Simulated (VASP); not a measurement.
# BaTe (F-43m) in VASP: further runs, part 2 of 2

VASP 6.6.1. Earlier steps stand in the parts before.

**4. Single point, r2SCAN (strain -1.5%)**

POSCAR reads:

```
BaTe
1.0
    0.0000000000      3.8554462862      3.8554462862
    3.8554462862      0.0000000000      3.8554462862
    3.8554462862      3.8554462862      0.0000000000
Ba Te
1 1
Direct
    0.0000000000      0.0000000000      0.0000000000
    0.2500000000      0.2500000000      0.2500000000
```

INCAR.step1 reads:

```
  ALGO = Normal
  EDIFF = 1E-5
  ENCUT = 550
  GGA = PE
  GGA_COMPAT = F
  ISMEAR = 0
  LASPH = T
  LCHARG = F
  LREAL = F
  LWAVE = T
  NBANDS = 15
  NELM = 120
  PREC = Accurate
  SIGMA = 0.01
```

INCAR.step2 reads:

```
  ALGO = Normal
  EDIFF = 1E-6
  ENCUT = 550
  GGA_COMPAT = F
  ISIF = 2
  ISMEAR = 0
  ISTART = 1
  LASPH = T
  LCHARG = T
  LELF = T
  LMIXTAU = T
  LREAL = F
  LVHAR = T
  LWAVE = F
  METAGGA = R2SCAN
  NBANDS = 15
  NELM = 120
  PREC = Accurate
  SIGMA = 0.01
```

KPOINTS reads:

```
k-points
0
Gamma
  6 6 6
```

Potentials or basis: VASP PAW PBE potentials, release 64 (Ba_sv, Te).

Run with:

```bash
$ cat potpaw_PBE.64/Ba_sv/POTCAR potpaw_PBE.64/Te/POTCAR > POTCAR
$ cp INCAR.step1 INCAR
$ mpirun -np 1 vasp_std > vasp.out
$ cp INCAR.step2 INCAR
$ mpirun -np 1 vasp_std > vasp.out
```

OUTCAR:

```text
EDIFF = 1E-6
   ENCUT = 550
   ISIF = 2
   ISMEAR = 0
   ISTART = 1
   LASPH = T
   LREAL = F
   METAGGA = R2SCAN
   NELM = 120
   PREC = Accurate

 ion  position               nearest neighbor table
   1  0.000  0.000  0.000-   2 3.34   2 3.34   2 3.34   2 3.34
   2  0.250  0.250  0.250-   1 3.34   1 3.34   1 3.34   1 3.34

  LATTYP: Found a face centered cubic cell.
 ALAT       =     7.7108925724

  Lattice vectors:

 A1 = (   0.0000000000,   3.8554462862,   3.8554462862)
 A2 = (   3.8554462862,   0.0000000000,   3.8554462862)
 A3 = (   3.8554462862,   3.8554462862,   0.0000000000)

Analysis of symmetry for initial positions (statically):
=====================================================================
 Subroutine PRICEL returns:
 Original cell was already a primitive cell.

 Routine SETGRP: Setting up the symmetry group for a
 face centered cubic supercell.

 Subroutine GETGRP returns: Found 24 space group operations
 (whereof 24 operations were pure point group operations)
 out of a pool of 48 trial point group operations.

The static configuration has the point symmetry T_d .

Analysis of symmetry for dynamics (positions and initial velocities):
=====================================================================
 Subroutine PRICEL returns:
 Original cell was already a primitive cell.

 Routine SETGRP: Setting up the symmetry group for a
 face centered cubic supercell.

 Subroutine GETGRP returns: Found 24 space group operations
 (whereof 24 operations were pure point group operations)
 out of a pool of 48 trial point group operations.

The dynamic configuration has the point symmetry T_d .

 Subroutine INISYM returns: Found 24 space group operations
 (whereof 24 operations are pure point group operations),
 and found     1 'primitive' translations

----------------------------------------------------------------------------------------

                                     Primitive cell

  volume of cell :     114.6183

  direct lattice vectors                    reciprocal lattice vectors
     0.000000000  3.855446286  3.855446286    -0.129686673  0.129686673  0.129686673
     3.855446286  0.000000000  3.855446286     0.129686673 -0.129686673  0.129686673
     3.855446286  3.855446286  0.000000000     0.129686673  0.129686673 -0.129686673

  length of vectors
     5.452424427  5.452424427  5.452424427     0.224623906  0.224623906  0.224623906

  position of ions in fractional coordinates (direct lattice)
     0.000000000  0.000000000  0.000000000
     0.250000000  0.250000000  0.250000000

  ion indices of the primitive-cell ions
   primitive index   ion index
                 1           1
                 2           2

----------------------------------------------------------------------------------------

 KPOINTS: k-points

Automatic generation of k-mesh.
 Grid dimensions read from file:
 generate k-points for:    6    6    6

 Generating k-lattice:

  Cartesian coordinates                     Fractional coordinates (reciprocal lattice)
    -0.021614445  0.021614445  0.021614445     0.166666667  0.000000000  0.000000000
     0.021614445 -0.021614445  0.021614445     0.000000000  0.166666667  0.000000000
     0.021614445  0.021614445 -0.021614445     0.000000000  0.000000000  0.166666667

  Length of vectors
     0.037437318  0.037437318  0.037437318

  Shift w.r.t. Gamma in fractional coordinates (k-lattice)
     0.000000000  0.000000000  0.000000000

 Subroutine IBZKPT returns following result:
 ===========================================

 Found     16 irreducible k-points:

 Following reciprocal coordinates:
            Coordinates               Weight
  0.000000  0.000000  0.000000      1.000000
  0.166667  0.000000  0.000000      8.000000
  0.333333  0.000000  0.000000      8.000000
  0.500000  0.000000  0.000000      4.000000
  0.166667  0.166667  0.000000      6.000000
  0.333333  0.166667  0.000000     24.000000
[... 8 lines left out ...]
 -0.333333  0.333333  0.166667     24.000000
 -0.333333  0.500000  0.166667     12.000000
   k-points           NKPTS =     16   k-points in BZ     NKDIM =     16   number of bands    NBANDS=     15
   number of dos      NEDOS =    301   number of ions     NIONS =      2
   total plane-waves  NPLWV =  74088
   dimension x,y,z NGX =    42 NGY =   42 NGZ =   42
   dimension x,y,z NGXF=    84 NGYF=   84 NGZF=   84
   ions per type =               1   1
   NGX,Y,Z   is equivalent  to a cutoff of  12.81, 12.81, 12.81 a.u.
   NGXF,Y,Z  is equivalent  to a cutoff of  25.61, 25.61, 25.61 a.u.
 SYSTEM =  unknown system
   PREC   = accura    normal or accurate (medium, high low for compatibility)
   ISTART =      1    job   : 0-new  1-cont  2-samecut
   ICHARG =      0    charge: 1-file 2-atom 10-const
   ISPIN  =      1    spin polarized calculation?
   LNONCOLLINEAR =      F non collinear calculations
   LSORBIT =      F    spin-orbit coupling
   LASPH  =      T    aspherical Exc in radial PAW
   ENCUT  =  550.0 eV  40.42 Ry    6.36 a.u.  10.43 10.43 10.43*2*pi/ulx,y,z
   NELM   =    120;   NELMIN=  2; NELMDL=  0     # of ELM steps
   EDIFF  = 0.1E-05   stopping-criterion for ELM
   LREAL  =      F    real-space projection
[... 7 lines left out ...]
   TEBEG  =    0.0;   TEEND  =   0.0 temperature during run
   PSTRESS=    0.0 pullay stress
   NELECT =      16.0000    total number of electrons
   NUPDOWN=      -1.0000    fix difference up-down
   EMIN   =  10.00;   EMAX   =-10.00  energy-range for DOS
   EFERMI =   0.00;   METHOD = LEGACY
   ISMEAR =     0;   SIGMA  =   0.01  broadening in eV -4-tet -1-fermi 0-gaus
   EFERMI_NEDOS =   21; number of points for ismear=-14 and -15
   IALGO  =     38    algorithm
   IMIX   =      4    mixing-type and parameters
     AMIX     =   0.40;   BMIX     =  1.00
     AMIX_MAG =   1.60;   BMIX_MAG =  1.00
  volume/ion in A,a.u.               =      57.31       386.74
  Fermi-wavevector in a.u.,A,eV,Ry     =   0.849239  1.604830  9.812626  0.721208
  Thomas-Fermi vector in A             =   1.965029
   LORBIT       =      0    0 simple, 1 ext, 2 COOP (PROOUT), +10 PAW based schemes
   METAGGA = R2SCAN    functional components
   LHFCALC =     F    Hartree Fock is set to
   AEXX    =    0.0000 exact exchange contribution
   IVDW    =     0    specifies the selected vdW correction
   LEPSILON=     F    determine dielectric tensor
   LRPA    =     F    only Hartree local field effects (RPA)
 non-spin polarized calculation
 Gauss-broadening in eV      SIGMA  =   0.01
  energy-cutoff  :      550.00
  volume of cell :      114.62
 maximum number of plane-waves:      3386
 NGX is ok and might be reduce to    42
   NGX = 21   NGY = 21   NGZ = 21

 number of electron      16.0000000 magnetization

 Free energy of the ion-electron system (eV)
  ---------------------------------------------------
  ext. energy  EPLUGINS =         0.00000000
  ---------------------------------------------------
  free energy    TOTEN  =       -55.35361263 eV

  energy without entropy =      -55.35361263  energy(sigma->0) =      -55.35361263

 E-fermi :   0.0824     XC(G=0):  -7.2236

 val. band max:       -0.0083927515   @ k =  -0.3333   0.5000   0.1667
 cond. band min:       3.0013179269   @ k =   0.0000   0.0000   0.0000
 fundamental gap:      3.0097106784
 Fermi energy:         0.0824099420

 k-point     1 :       0.0000    0.0000    0.0000
  band No.  band energies     occupation
      1     -27.5645      2.00000
      2     -12.3464      2.00000
      3     -12.3464      2.00000
      4     -12.3464      2.00000
      5      -9.0736      2.00000
      6      -0.4999      2.00000
      7      -0.4999      2.00000
      8      -0.4999      2.00000
      9       3.0013      0.00000
     10       4.6291      0.00000
     11       4.6291      0.00000
     12       6.6770      0.00000
     13       6.6770      0.00000
     14       6.6770      0.00000
     15       8.7533      0.00000
[... 253 lines left out ...]
 k-point    16 :      -0.3333    0.5000    0.1667
  band No.  band energies     occupation
      1     -27.5578      2.00000
      2     -12.5937      2.00000
      3     -12.4039      2.00000
      4     -12.3920      2.00000
      5      -8.6182      2.00000
      6      -0.8187      2.00000
      7      -0.3020      2.00000
      8      -0.0084      2.00000
      9       3.1626      0.00000
     10       4.2596      0.00000
     11       5.3526      0.00000
     12       5.6544      0.00000
     13       6.4192      0.00000
     14       7.8794      0.00000
     15       8.2572      0.00000

------------------------ aborting loop because EDIFF is reached ----------------------------------------

  FORCE on cell =-STRESS in cart. coord.  units (eV):
  Direction    XX          YY          ZZ          XY          YZ          ZX
  --------------------------------------------------------------------------------------
  -------------------------------------------------------------------------------------
  Total        0.8442097      0.8442097      0.8442097     -0.0000000      0.0000000      0.0000000
  in kB       11.8006778     11.8006778     11.8006778     -0.0000000      0.0000000      0.0000000
  external PRESSURE =      11.8006778 kB  Pullay stress =       0.0000000 kB

 VOLUME and BASIS-vectors are now :
 -----------------------------------------------------------------------------
  energy-cutoff  :      550.00
  volume of cell :      114.62
      direct lattice vectors                 reciprocal lattice vectors
     0.000000000  3.855446286  3.855446286    -0.129686673  0.129686673  0.129686673
     3.855446286  0.000000000  3.855446286     0.129686673 -0.129686673  0.129686673
     3.855446286  3.855446286  0.000000000     0.129686673  0.129686673 -0.129686673

 POSITION                                       TOTAL-FORCE (eV/Angst)
 -----------------------------------------------------------------------------------
      0.00000      0.00000      0.00000        -0.000000     -0.000000     -0.000000
      1.92772      1.92772      1.92772         0.000000      0.000000      0.000000
 -----------------------------------------------------------------------------------
    total drift:                                0.000000      0.000000      0.000000

  FREE ENERGIE OF THE ION-ELECTRON SYSTEM (eV)
  ---------------------------------------------------
  free  energy   TOTEN  =       -55.3536126329 eV

  energy  without entropy=      -55.3536126329  energy(sigma->0) =      -55.35361263
```

Run time: 2.4 min. Hardware: 1 thread of Intel Xeon 6975P-C, shared host; peak memory 0.3 GiB.

What came out:

| Item | Value |
| --- | --- |
| Free energy | -55.3536 eV |
| Pressure | 1.2 GPa |
| Band gap on the k mesh | 3.01 eV, indirect (least direct gap 3.17 eV) |

Caveat: the cell differs from its parent crystal (strain -1.5%); the PAW data sets were made with another functional, which shifts forces and pressure a little; spin-orbit coupling is left out, which moves the levels of the heavy elements. A k mesh can miss the band edges.

**5. Single point, r2SCAN**

POSCAR reads:

```
BaTe
1.0
    0.0000000000      3.9141586662      3.9141586662
    3.9141586662      0.0000000000      3.9141586662
    3.9141586662      3.9141586662      0.0000000000
Ba Te
1 1
Direct
    0.0000000000      0.0000000000      0.0000000000
    0.2500000000      0.2500000000      0.2500000000
```

INCAR.step1 reads:

```
PREC     = Accurate       # precision mode
ENCUT    = 550            # plane-wave cutoff, eV
ISMEAR   = 0              # smearing method
SIGMA    = 0.01           # smearing width, eV
LREAL    = False          # projectors in reciprocal space
LASPH    = True           # aspherical terms in the spheres
NELM     = 120            # most SCF steps
NBANDS   = 15             # bands
GGA      = PE             # functional
ALGO     = Normal         # electronic algorithm
EDIFF    = 1E-5           # SCF threshold, eV
LWAVE    = True           # write WAVECAR
LCHARG   = False          # write CHGCAR
GGA_COMPAT= False
```

INCAR.step2 reads:

```
PREC     = Accurate       # precision mode
ENCUT    = 550            # plane-wave cutoff, eV
EDIFF    = 1E-6           # SCF threshold, eV
ISMEAR   = 0              # smearing method
SIGMA    = 0.01           # smearing width, eV
LREAL    = False          # projectors in reciprocal space
LASPH    = True           # aspherical terms in the spheres
NELM     = 120            # most SCF steps
ALGO     = Normal         # electronic algorithm
ISIF     = 2              # what is computed and relaxed
LWAVE    = False          # write WAVECAR
LCHARG   = True           # write CHGCAR
METAGGA  = R2SCAN         # meta-GGA
LMIXTAU  = True         
LELF     = True           # ELF
LVHAR    = True         
NBANDS   = 15             # bands
ISTART   = 1            
GGA_COMPAT= False
```

KPOINTS reads:

```
Automatic mesh
0
Gamma
  6 6 6
```

Run with:

```bash
$ cat potpaw_PBE.64/Ba_sv/POTCAR potpaw_PBE.64/Te/POTCAR > POTCAR
$ cp INCAR.step1 INCAR
$ mpirun -np 1 vasp_std > vasp.out
$ cp INCAR.step2 INCAR
$ mpirun -np 1 vasp_std > vasp.out
```

Wall time 2.3 min (1 thread of Intel Xeon 6975P-C, shared host); peak memory 0.3 GiB.

It converged, with:

| Item | Value |
| --- | --- |
| Free energy | -55.3756 eV |
| Pressure | 0.2 GPa |
| Band gap on the k mesh | 2.95 eV, indirect (least direct gap 3.19 eV) |

Levels at points of the mesh, in eV from the valence-band top:
```csv
k point,band 4,band 5,band 6,band 7,band 8,band 9,band 10,band 11,band 12,band 13
"(0.00, 0.00, 0.00)",-12.45,-9.00,-0.43,-0.43,-0.43,2.95,4.60,4.60,6.55,6.55
"(0.50, 0.00, 0.00)",-12.46,-8.71,-0.69,-0.24,-0.24,4.37,4.80,4.80,4.99,5.68
"(0.50, 0.50, 0.00)",-12.48,-8.62,-0.96,0.00,0.00,3.18,4.37,5.48,5.48,5.54
```

Caveat: the PAW data sets were made with another functional, which shifts forces and pressure a little; spin-orbit coupling is left out, which moves the levels of the heavy elements.

**6. Overview**

| level | cell | cutoff (eV) | smearing | gap on the mesh (eV) | pressure (GPa) |
| --- | --- | --- | --- | --- | --- |
| PBE | a = 5.535 Å, angles 60.0°, 2 atoms | 500 | fermi-dirac 0.02 eV | 2.58 | 0.2 |
| r2SCAN | a = 5.369 Å, angles 60.0°, 2 atoms | 550 | gaussian 0.01 eV | 3.07 | 2.4 |
| r2SCAN | a = 5.452 Å, angles 60.0°, 2 atoms | 550 | gaussian 0.01 eV | 3.01 | 1.2 |
| r2SCAN | a = 5.535 Å, angles 60.0°, 2 atoms | 550 | gaussian 0.01 eV | 2.95 | 0.2 |

Alike in all rows: task single point; potentials or basis VASP PAW PBE potentials, release 64 (Ba_sv, Te); no spin polarisation; k mesh 6 × 6 × 6.

Caveats: spin-orbit coupling is left out, which moves the levels of the heavy elements; the PAW data sets were made with another functional, which shifts forces and pressure a little (some runs).

Absolute energies hang on the potentials; compare differences alone.
